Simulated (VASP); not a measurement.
# Mg (P6_3/mmc) in VASP: further runs

Runs on Mg. Level: PBEsol. Tasks: single point.

Everything below comes from runs of VASP 6.6.1. Logs are shortened: lines on timing, memory, paths and dates and some standing lists are left out, and cuts for length are marked.

## (1) The cell of the first run

The structure is hexagonal, space group P6_3/mmc (No. 194). Conventional cell: a = 2.591 Å, b = 2.591 Å, c = 4.191 Å, α = 90.00°, β = 90.00°, γ = 120.00°. Within 3.4 Å of Mg (site symmetry -6m2) lie 12 Mg at 2.57 to 2.59 Å.

## (2) Single point, PBEsol

Contents of INCAR:

```
PREC = Accurate
ENCUT = 600
EDIFF = 1E-6
ISMEAR = 0
SIGMA = 0.1
LREAL = F
LASPH = T
NELM = 120
ALGO = Normal
ISIF = 2
LWAVE = F
LCHARG = F
GGA = PS
NBANDS = 9
GGA_COMPAT = F
```

Contents of KPOINTS:

```
Automatic mesh
0
Gamma
  18 18 10
```

Contents of POSCAR:

```
Mg
1.0
    2.5909882392      0.0000000000      0.0000000000
   -1.2954941196      2.2438616361      0.0000000000
    0.0000000000      0.0000000000      4.1906284058
Mg
2
Direct
    0.3333333333      0.6666666667      0.2500000000
    0.6666666667      0.3333333333      0.7500000000
```

Potentials or basis: VASP PAW PBE potentials, release 64 (Mg).

Launch:

```
$ cat potpaw_PBE.64/Mg/POTCAR > POTCAR
$ mpirun -np 1 vasp_std > vasp.out
```

OUTCAR:

```text
PREC = Accurate
   ENCUT = 600
   EDIFF = 1E-6
   ISMEAR = 0
   LREAL = F
   LASPH = T
   NELM = 120
   ISIF = 2
   GGA = PS

 ion  position               nearest neighbor table
   1  0.333  0.667  0.250-   2 2.57   2 2.57   2 2.57   2 2.57   2 2.57   2 2.57   2 3.65   2 3.65
                             2 3.65   2 3.65   2 3.65   2 3.65
   2  0.667  0.333  0.750-   1 2.57   1 2.57   1 2.57   1 2.57   1 2.57   1 2.57   1 3.65   1 3.65
                             1 3.65   1 3.65   1 3.65   1 3.65

  LATTYP: Found a hexagonal cell.
 ALAT       =     2.5909882392
 C/A-ratio  =     1.6173861164

  Lattice vectors:

 A1 = (   2.5909882392,   0.0000000000,   0.0000000000)
 A2 = (  -1.2954941196,   2.2438616361,   0.0000000000)
 A3 = (   0.0000000000,   0.0000000000,   4.1906284058)

Analysis of symmetry for initial positions (statically):
=====================================================================
 Subroutine PRICEL returns:
 Original cell was already a primitive cell.

 Routine SETGRP: Setting up the symmetry group for a
 hexagonal supercell.

 Subroutine GETGRP returns: Found 24 space group operations
 (whereof 12 operations were pure point group operations)
 out of a pool of 24 trial point group operations.

The static configuration has the point symmetry D_3d.
 The point group associated with its full space group is D_6h.

Analysis of symmetry for dynamics (positions and initial velocities):
=====================================================================
 Subroutine PRICEL returns:
 Original cell was already a primitive cell.

 Routine SETGRP: Setting up the symmetry group for a
 hexagonal supercell.

 Subroutine GETGRP returns: Found 24 space group operations
 (whereof 12 operations were pure point group operations)
 out of a pool of 24 trial point group operations.

The dynamic configuration has the point symmetry D_3d.
 The point group associated with its full space group is D_6h.

 Subroutine INISYM returns: Found 24 space group operations
 (whereof 12 operations are pure point group operations),
 and found     1 'primitive' translations

----------------------------------------------------------------------------------------

                                     Primitive cell

  volume of cell :      24.3636

  direct lattice vectors                    reciprocal lattice vectors
     2.590988239  0.000000000  0.000000000     0.385953122  0.222830139  0.000000000
[... 91 lines left out ...]
   NFREE  =      0    steps in history (QN), initial steepest desc. (CG)
   ISIF   =      2    stress and relaxation
   ISYM   =      2    0-nonsym 1-usesym 2-fastsym
   POTIM  = 0.5000    time-step for ionic-motion
   TEBEG  =    0.0;   TEEND  =   0.0 temperature during run
   PSTRESS=    0.0 pullay stress
   NELECT =       4.0000    total number of electrons
   NUPDOWN=      -1.0000    fix difference up-down
   EMIN   =  10.00;   EMAX   =-10.00  energy-range for DOS
   EFERMI =   0.00;   METHOD = LEGACY
   ISMEAR =     0;   SIGMA  =   0.10  broadening in eV -4-tet -1-fermi 0-gaus
   EFERMI_NEDOS =   21; number of points for ismear=-14 and -15
   IALGO  =     38    algorithm
   IMIX   =      4    mixing-type and parameters
     AMIX     =   0.40;   BMIX     =  1.00
     AMIX_MAG =   1.60;   BMIX_MAG =  1.00
  volume/ion in A,a.u.               =      12.18        82.21
  Fermi-wavevector in a.u.,A,eV,Ry     =   0.896426  1.694000 10.933372  0.803580
  Thomas-Fermi vector in A             =   2.018883
   LORBIT       =      0    0 simple, 1 ext, 2 COOP (PROOUT), +10 PAW based schemes
   GGA     = PS    functional components
   LHFCALC =     F    Hartree Fock is set to
   AEXX    =    0.0000 exact exchange contribution
   IVDW    =     0    specifies the selected vdW correction
   LEPSILON=     F    determine dielectric tensor
   LRPA    =     F    only Hartree local field effects (RPA)
 non-spin polarized calculation
 Gauss-broadening in eV      SIGMA  =   0.10
  energy-cutoff  :      600.00
  volume of cell :       24.36
 maximum number of plane-waves:       827
 NGX is ok and might be reduce to    24
   NGX = 11   NGY = 11   NGZ = 17

 number of electron       4.0000000 magnetization

 Free energy of the ion-electron system (eV)
  ---------------------------------------------------
  ext. energy  EPLUGINS =         0.00000000
  ---------------------------------------------------
  free energy    TOTEN  =        -0.46365373 eV

  energy without entropy =       -0.46114390  energy(sigma->0) =       -0.46239881

 E-fermi :   6.9440     XC(G=0): -10.7965

 val. band max:        6.9427548850   @ k =   0.3333  -0.0000   0.0000
 cond. band min:       6.9674984493   @ k =   0.4444   0.0556   0.5000
 fundamental gap:      0.0247435643
 Fermi energy:         6.9439634291

 k-point     1 :       0.0000    0.0000    0.0000
  band No.  band energies     occupation
      1      -3.1673      2.00000
      2       4.2536      2.00000
      3       5.7179      2.00000
      4      21.8969      0.00000
      5      21.8969      0.00000
      6      22.9729      0.00000
      7      23.5343      0.00000
      8      23.5343      0.00000
      9      27.1387      0.00000
[... 265 lines left out ...]
 k-point    24 :       0.3889    0.1111    0.0000
  band No.  band energies     occupation
      1       2.7140      2.00000
      2       5.6445      2.00000
      3       9.2896      0.00000
      4      10.7194      0.00000
      5      12.2302      0.00000
      6      12.9993      0.00000
      7      17.6815      0.00000
      8      19.2858      0.00000
      9      23.7247      0.00000

 [... further k-points ...]

------------------------ aborting loop because EDIFF is reached ----------------------------------------

  FORCE on cell =-STRESS in cart. coord.  units (eV):
  Direction    XX          YY          ZZ          XY          YZ          ZX
  --------------------------------------------------------------------------------------
  -------------------------------------------------------------------------------------
  Total       11.6923268     11.6923268     11.6948005      0.0000000     -0.0000000      0.0000000
  in kB      768.9017672    768.9017672    769.0644406      0.0000000     -0.0000000      0.0000000
  external PRESSURE =     768.9559917 kB  Pullay stress =       0.0000000 kB

 VOLUME and BASIS-vectors are now :
 -----------------------------------------------------------------------------
  energy-cutoff  :      600.00
  volume of cell :       24.36
      direct lattice vectors                 reciprocal lattice vectors
     2.590988239  0.000000000  0.000000000     0.385953122  0.222830139  0.000000000
    -1.295494120  2.243861636  0.000000000     0.000000000  0.445660278  0.000000000
     0.000000000  0.000000000  4.190628406     0.000000000  0.000000000  0.238627696

 POSITION                                       TOTAL-FORCE (eV/Angst)
 -----------------------------------------------------------------------------------
     -0.00000      1.49591      1.04766        -0.000000     -0.000000      0.000000
      1.29549      0.74795      3.14297         0.000000      0.000000      0.000000
 -----------------------------------------------------------------------------------
    total drift:                                0.000000     -0.000000      0.000000

  FREE ENERGIE OF THE ION-ELECTRON SYSTEM (eV)
  ---------------------------------------------------
  free  energy   TOTEN  =        -0.4636537272 eV

  energy  without entropy=       -0.4611439022  energy(sigma->0) =       -0.46239881
```

stdout:

```text
POSCAR found type information on POSCAR Mg
 POSCAR found :  1 types and       2 ions
 scaLAPACK will be used
 -----------------------------------------------------------------------------
|                                                                             |
|                                                                             |
|     You enforced a specific xc type in the INCAR file but a different       |
|     I HOPE YOU KNOW WHAT YOU ARE DOING!                                     |
|                                                                             |
 -----------------------------------------------------------------------------

 LDA part: xc-table for (Slater+PW92), standard interpolation
 POSCAR, INCAR and KPOINTS ok, starting setup
 FFT: planning ... GRIDC
 FFT: planning ... GRID_SOFT
 FFT: planning ... GRID
 WAVECAR not read
 entering main loop
```

It took 20 s on 1 thread of Intel Xeon Platinum 8559C (Emerald Rapids), shared host; peak memory 0.19 GiB.

Results:

```
Free energy            : -0.4637 eV
Pressure               : 76.9 GPa
Band gap on the k mesh : zero (bands 2 and 3 overlap by 2.19 eV)
```

Levels at points of the mesh, in eV from the Fermi level:
```tsv
k point	band 1	band 2	band 3	band 4	band 5	band 6
(0.00, 0.00, 0.00)	-10.11	-2.69	-1.23	14.95	14.95	16.03
(0.50, 0.00, 0.00)	-3.36	-2.74	3.06	3.93	4.94	5.64
(0.00, 0.00, 0.50)	-7.98	-7.98	7.22	7.22	15.78	15.78
(0.50, 0.00, 0.50)	-1.79	-1.79	-0.35	-0.35	10.23	10.23
```

Caveat: the cell stands under pressure; the PAW data sets were made with another functional, which shifts forces and pressure a little.

## (3) Single point, PBEsol

Contents of INCAR:

```
SYSTEM = Mg
PREC     = Accurate       ! precision mode
ENCUT    = 600            ! plane-wave cutoff, eV
EDIFF    = 1E-6           ! SCF threshold, eV
ISMEAR   = 0              ! smearing method
SIGMA    = 0.1            ! smearing width, eV
LREAL    = .False.        ! projectors in reciprocal space
LASPH    = .True.         ! aspherical terms in the spheres
NELM     = 120            ! most SCF steps
ALGO     = Normal         ! electronic algorithm
ISIF     = 2              ! what is computed and relaxed
LWAVE    = .False.        ! write WAVECAR
LCHARG   = .False.        ! write CHGCAR
GGA      = PS             ! functional
NBANDS   = 9              ! bands
GGA_COMPAT= .False.
```

Contents of KPOINTS:

```
regular mesh
0
Gamma
  18 18 10
  0 0 0
```

POSCAR is that of step 2.

Potentials or basis: VASP PAW PBE potentials, release 64 (Mg).

Launch:

```
$ cat potpaw_PBE.64/Mg/POTCAR > POTCAR
$ mpirun -np 1 vasp_std > vasp.out
```

Run time: 20 s. Hardware: 1 thread of Intel Xeon Platinum 8559C (Emerald Rapids), shared host; peak memory 0.19 GiB.

The run converged. Its results:

* Free energy: -0.4637 eV
* Pressure: 76.9 GPa
* Band gap on the k mesh: zero (bands 2 and 3 overlap by 2.19 eV)

Levels at points of the mesh, in eV from the Fermi level:
```csv
k point,band 1,band 2,band 3,band 4,band 5,band 6,band 7
"(0.00, 0.00, 0.00)",-10.11,-2.69,-1.23,14.95,14.95,16.03,16.59
"(0.50, 0.00, 0.00)",-3.36,-2.74,3.06,3.93,4.94,5.64,11.08
"(0.00, 0.00, 0.50)",-7.98,-7.98,7.22,7.22,15.78,15.78,15.78
"(0.50, 0.00, 0.50)",-1.79,-1.79,-0.35,-0.35,10.23,10.23,12.38
```

Caveat: the cell stands under pressure; the PAW data sets were made with another functional, which shifts forces and pressure a little.
